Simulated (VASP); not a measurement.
# TaSi2 (P6/mmm) in VASP: relaxation of cell and atoms with PBE

Aim: the relaxation of cell and atoms of TaSi2 with PBE.

All numbers are computed with VASP 6.6.1; they aren't measurements. Logs are shortened: lines on timing, memory, paths and dates and some standing lists are left out, and cuts for length are marked.

## (1) The cell of the first run

It takes space group P6/mmm (No. 191, hexagonal). Conventional cell: a = 4.412 Å, b = 4.412 Å, c = 2.648 Å, α = 90.00°, β = 90.00°, γ = 120.00°. Within 3.5 Å of Ta (site symmetry 6/mmm) lie 2 Ta at 2.65 Å and 12 Si at 2.87 Å. Si (site symmetry -6m2) has 5 Si at 2.55 to 2.65 Å and 6 Ta at 2.87 Å within 3.4 Å.

The cell was built from a structure type or drawn by symmetry, and may not be a known phase.

## (2) Relaxation of cell and atoms, PBE

Contents of INCAR:

```
  PREC = Accurate
  ENCUT = 600
  EDIFF = 1E-6
  ISMEAR = 0
  SIGMA = 0.1
  LREAL = F
  LASPH = T
  NELM = 60
  ALGO = Normal
  ISIF = 3
  LWAVE = F
  LCHARG = F
  GGA = PE
  IBRION = 2
  NSW = 100
  EDIFFG = -0.01
```

Contents of KPOINTS:

```
regular mesh
0
Gamma
  12 12 18
```

Contents of POSCAR:

```
TaSi2
1.0
    4.4124382574      0.0000000000      0.0000000000
   -2.2062191287      3.8212836235      0.0000000000
    0.0000000000      0.0000000000      2.6483910724
Ta Si
1 2
Direct
    0.0000000000      0.0000000000      0.5000000000
    0.3333333333      0.6666666667      0.0000000000
    0.6666666667      0.3333333333      0.0000000000
```

Potentials or basis: VASP PAW PBE potentials, release 64 (Ta_pv, Si).

Command:

```bash
$ cat potpaw_PBE.64/Ta_pv/POTCAR potpaw_PBE.64/Si/POTCAR > POTCAR
$ mpirun -np 1 vasp_std > vasp.out
```

OUTCAR:

```text
PREC = Accurate
   ENCUT = 600
   EDIFF = 1E-6
   ISMEAR = 0
   LREAL = F
   LASPH = T
   NELM = 60
   ISIF = 3
   GGA = PE
   IBRION = 2
   NSW = 100
   EDIFFG = -0.01

 ion  position               nearest neighbor table
   1  0.000  0.000  0.500-   2 2.87   3 2.87   2 2.87   3 2.87   2 2.87   2 2.87   3 2.87   3 2.87
                             3 2.87   3 2.87   2 2.87   2 2.87
   2  0.333  0.667  0.000-   3 2.55   3 2.55   3 2.55   1 2.87   1 2.87   1 2.87   1 2.87   1 2.87
                             1 2.87
   3  0.667  0.333  0.000-   2 2.55   2 2.55   2 2.55   1 2.87   1 2.87   1 2.87   1 2.87   1 2.87
                             1 2.87

  LATTYP: Found a hexagonal cell.
 ALAT       =     4.4124382574
 C/A-ratio  =     0.6002103413

  Lattice vectors:

 A1 = (   4.4124382574,   0.0000000000,   0.0000000000)
 A2 = (  -2.2062191287,   3.8212836235,   0.0000000000)
 A3 = (   0.0000000000,   0.0000000000,   2.6483910724)

Analysis of symmetry for initial positions (statically):
=====================================================================
 Subroutine PRICEL returns:
 Original cell was already a primitive cell.

 Routine SETGRP: Setting up the symmetry group for a
 hexagonal supercell.

 Subroutine GETGRP returns: Found 24 space group operations
 (whereof 24 operations were pure point group operations)
 out of a pool of 24 trial point group operations.

The static configuration has the point symmetry D_6h.

Analysis of symmetry for dynamics (positions and initial velocities):
=====================================================================
 Subroutine PRICEL returns:
 Original cell was already a primitive cell.

 Routine SETGRP: Setting up the symmetry group for a
 hexagonal supercell.

 Subroutine GETGRP returns: Found 24 space group operations
 (whereof 24 operations were pure point group operations)
 out of a pool of 24 trial point group operations.

The dynamic configuration has the point symmetry D_6h.

 Subroutine INISYM returns: Found 24 space group operations
 (whereof 24 operations are pure point group operations),
 and found     1 'primitive' translations

----------------------------------------------------------------------------------------

                                     Primitive cell

  volume of cell :      44.6550

  direct lattice vectors                    reciprocal lattice vectors
     4.412438257  0.000000000  0.000000000     0.226632066  0.130846085  0.000000000
    -2.206219129  3.821283623  0.000000000     0.000000000  0.261692169  0.000000000
     0.000000000  0.000000000  2.648391072     0.000000000  0.000000000  0.377587740

  length of vectors
     4.412438257  4.412438257  2.648391072     0.261692169  0.261692169  0.377587740

  position of ions in fractional coordinates (direct lattice)
     0.000000000  0.000000000  0.500000000
     0.333333333  0.666666667  0.000000000
     0.666666667  0.333333333  0.000000000

  ion indices of the primitive-cell ions
   primitive index   ion index
                 1           1
                 2           2
                 3           3

----------------------------------------------------------------------------------------

 KPOINTS: regular mesh

Automatic generation of k-mesh.
 Grid dimensions read from file:
 generate k-points for:   12   12   18

 Generating k-lattice:

  Cartesian coordinates                     Fractional coordinates (reciprocal lattice)
     0.018886006  0.010903840  0.000000000     0.083333333 -0.000000000  0.000000000
     0.000000000  0.021807681  0.000000000     0.000000000  0.083333333  0.000000000
     0.000000000  0.000000000  0.020977097     0.000000000  0.000000000  0.055555556

  Length of vectors
     0.021807681  0.021807681  0.020977097

  Shift w.r.t. Gamma in fractional coordinates (k-lattice)
     0.000000000  0.000000000  0.000000000

 Subroutine IBZKPT returns following result:
 ===========================================

 Found    190 irreducible k-points:

 Following reciprocal coordinates:
            Coordinates               Weight
  0.000000  0.000000  0.000000      1.000000
  0.083333 -0.000000  0.000000      6.000000
  0.166667  0.000000  0.000000      6.000000
  0.250000  0.000000  0.000000      6.000000
  0.333333 -0.000000  0.000000      6.000000
  0.416667  0.000000  0.000000      6.000000
[... 16 lines left out ...]
  0.250000  0.000000  0.055556     12.000000
  0.333333 -0.000000  0.055556     12.000000
 [... further k-points ...]
   k-points           NKPTS =    190   k-points in BZ     NKDIM =    190   number of bands    NBANDS=     13
   number of dos      NEDOS =    301   number of ions     NIONS =      3
   total plane-waves  NPLWV =  31104
   dimension x,y,z NGX =    36 NGY =   36 NGZ =   24
   dimension x,y,z NGXF=    72 NGYF=   72 NGZF=   48
   ions per type =               1   2
   NGX,Y,Z   is equivalent  to a cutoff of  13.56, 13.56, 15.07 a.u.
   NGXF,Y,Z  is equivalent  to a cutoff of  27.13, 27.13, 30.13 a.u.
 SYSTEM =  unknown system
   PREC   = accura    normal or accurate (medium, high low for compatibility)
   ISTART =      0    job   : 0-new  1-cont  2-samecut
   ICHARG =      2    charge: 1-file 2-atom 10-const
   ISPIN  =      1    spin polarized calculation?
   LNONCOLLINEAR =      F non collinear calculations
   LSORBIT =      F    spin-orbit coupling
   LASPH  =      T    aspherical Exc in radial PAW
   ENCUT  =  600.0 eV  44.10 Ry    6.64 a.u.   8.81  8.81  5.29*2*pi/ulx,y,z
   NELM   =     60;   NELMIN=  2; NELMDL= -5     # of ELM steps
   EDIFF  = 0.1E-05   stopping-criterion for ELM
   LREAL  =      F    real-space projection
   EDIFFG = -.1E-01   stopping-criterion for IOM
   NSW    =    100    number of steps for IOM
   IBRION =      2    ionic relax: 0-MD 1-quasi-New 2-CG
   NFREE  =      1    steps in history (QN), initial steepest desc. (CG)
   ISIF   =      3    stress and relaxation
   ISYM   =      2    0-nonsym 1-usesym 2-fastsym
   POTIM  = 0.5000    time-step for ionic-motion
   TEBEG  =    0.0;   TEEND  =   0.0 temperature during run
   PSTRESS=    0.0 pullay stress
   NELECT =      19.0000    total number of electrons
   NUPDOWN=      -1.0000    fix difference up-down
   EMIN   =  10.00;   EMAX   =-10.00  energy-range for DOS
   EFERMI =   0.00;   METHOD = LEGACY
   ISMEAR =     0;   SIGMA  =   0.10  broadening in eV -4-tet -1-fermi 0-gaus
   EFERMI_NEDOS =   21; number of points for ismear=-14 and -15
   IALGO  =     38    algorithm
   IMIX   =      4    mixing-type and parameters
     AMIX     =   0.40;   BMIX     =  1.00
     AMIX_MAG =   1.60;   BMIX_MAG =  1.00
  volume/ion in A,a.u.               =      14.88       100.45
  Fermi-wavevector in a.u.,A,eV,Ry     =   1.231316  2.326849 20.628309  1.516138
  Thomas-Fermi vector in A             =   2.366130
   LORBIT       =      0    0 simple, 1 ext, 2 COOP (PROOUT), +10 PAW based schemes
   GGA     = PE    functional components
   LHFCALC =     F    Hartree Fock is set to
   AEXX    =    0.0000 exact exchange contribution
   IVDW    =     0    specifies the selected vdW correction
   LEPSILON=     F    determine dielectric tensor
   LRPA    =     F    only Hartree local field effects (RPA)
 conjugate gradient relaxation of ions
 non-spin polarized calculation
 Gauss-broadening in eV      SIGMA  =   0.10
  energy-cutoff  :      600.00
  volume of cell :       44.65
 maximum number of plane-waves:      1510
 NGX is ok and might be reduce to    36
   NGX = 17   NGY = 17   NGZ = 11

--------------------------------------- Ionic step        1  -------------------------------------------

 number of electron      19.0000002 magnetization

 Free energy of the ion-electron system (eV)
  ---------------------------------------------------
  ext. energy  EPLUGINS =         0.00000000
  ---------------------------------------------------
  free energy    TOTEN  =       -22.59386036 eV

  energy without entropy =      -22.58679822  energy(sigma->0) =      -22.59032929

------------------------ aborting loop because EDIFF is reached ----------------------------------------

  FORCE on cell =-STRESS in cart. coord.  units (eV):
  Direction    XX          YY          ZZ          XY          YZ          ZX
  --------------------------------------------------------------------------------------
  -------------------------------------------------------------------------------------
  Total       -0.0747106     -0.0747106     -0.0044759      0.0000000     -0.0000000      0.0000000
  in kB       -2.6805425     -2.6805425     -0.1605902      0.0000000     -0.0000000      0.0000000
  external PRESSURE =      -1.8405584 kB  Pullay stress =       0.0000000 kB
[... 207 lines left out ...]
  energy  without entropy=      -22.5868729310  energy(sigma->0) =      -22.59039471

--------------------------------------- Ionic step        7  -------------------------------------------

 number of electron      19.0000002 magnetization

 Free energy of the ion-electron system (eV)
  ---------------------------------------------------
  ext. energy  EPLUGINS =         0.00000000
  ---------------------------------------------------
  free energy    TOTEN  =       -22.59392142 eV

  energy without entropy =      -22.58687549  energy(sigma->0) =      -22.59039845

 E-fermi :   9.3591     XC(G=0): -11.9583

 val. band max:        9.3496243492   @ k =   0.3333   0.2500   0.2778
 cond. band min:       9.3627914875   @ k =   0.3333  -0.0000   0.5000
 fundamental gap:      0.0131671384
 Fermi energy:         9.3590582280

 k-point     1 :       0.0000    0.0000    0.0000
  band No.  band energies     occupation
      1     -25.3727      2.00000
      2     -25.3727      2.00000
      3     -24.5168      2.00000
      4      -4.1594      2.00000
      5       3.4448      2.00000
      6       3.4448      2.00000
      7       4.1419      2.00000
      8       5.6736      2.00000
      9       8.4009      2.00000
     10       8.4009      2.00000
     11      13.0457      0.00000
     12      13.0457      0.00000
     13      13.9965      0.00000
[... 353 lines left out ...]
 k-point    24 :       0.3333   -0.0000    0.0556
  band No.  band energies     occupation
      1     -25.3819      2.00000
      2     -25.3704      2.00000
      3     -24.5675      2.00000
      4      -2.8908      2.00000
      5       0.0644      2.00000
      6       3.8958      2.00000
      7       4.3988      2.00000
      8       7.3549      2.00000
      9       8.0109      2.00000
     10       9.5736      0.00241
     11      11.7968      0.00000
     12      12.6425      0.00000
     13      14.0943      0.00000

 [... further k-points ...]

------------------------ aborting loop because EDIFF is reached ----------------------------------------

  FORCE on cell =-STRESS in cart. coord.  units (eV):
  Direction    XX          YY          ZZ          XY          YZ          ZX
  --------------------------------------------------------------------------------------
  -------------------------------------------------------------------------------------
  Total       -0.0017967     -0.0017967     -0.0124207      0.0000000      0.0000000      0.0000000
  in kB       -0.0645412     -0.0645412     -0.4461837      0.0000000      0.0000000      0.0000000
  external PRESSURE =      -0.1917554 kB  Pullay stress =       0.0000000 kB
[... 18 lines left out ...]
  FREE ENERGIE OF THE ION-ELECTRON SYSTEM (eV)
  ---------------------------------------------------
  free  energy   TOTEN  =       -22.5939214172 eV

  energy  without entropy=      -22.5868754892  energy(sigma->0) =      -22.59039845

 reached required accuracy - stopping structural energy minimisation
```

Run time: 7.2 min. Hardware: 1 thread of Intel Xeon 8259CL, shared host; peak memory 0.3 GiB.

Results:

- Free energy: -22.5939 eV
- Relaxed volume: 14.87 Å³/atom
- Relaxed cell: a = 4.409 Å, b = 4.409 Å, c = 2.650 Å, α = 90.00°, β = 90.00°, γ = 120.00°
- Space group after relaxing (to 0.1 Å): P6/mmm (No. 191)
- Energy gained by relaxing: 0.0 meV/atom
- Ionic steps: 7
- Pressure after relaxing: 0.0 GPa
- Band gap on the k mesh: zero (an odd number of electrons rules out a gap without spin polarisation)

Final structure:
```
Ta Si
1.0
     4.40880    0.00000    0.00000
    -2.20440    3.81813    0.00000
     0.00000    0.00000    2.64956
Ta Si
1 2
Direct
  0.00000 0.00000 0.50000
  0.33333 0.66667 0.00000
  0.66667 0.33333 0.00000
```

Caveat: spin-orbit coupling is left out, which moves the levels of the heavy elements.
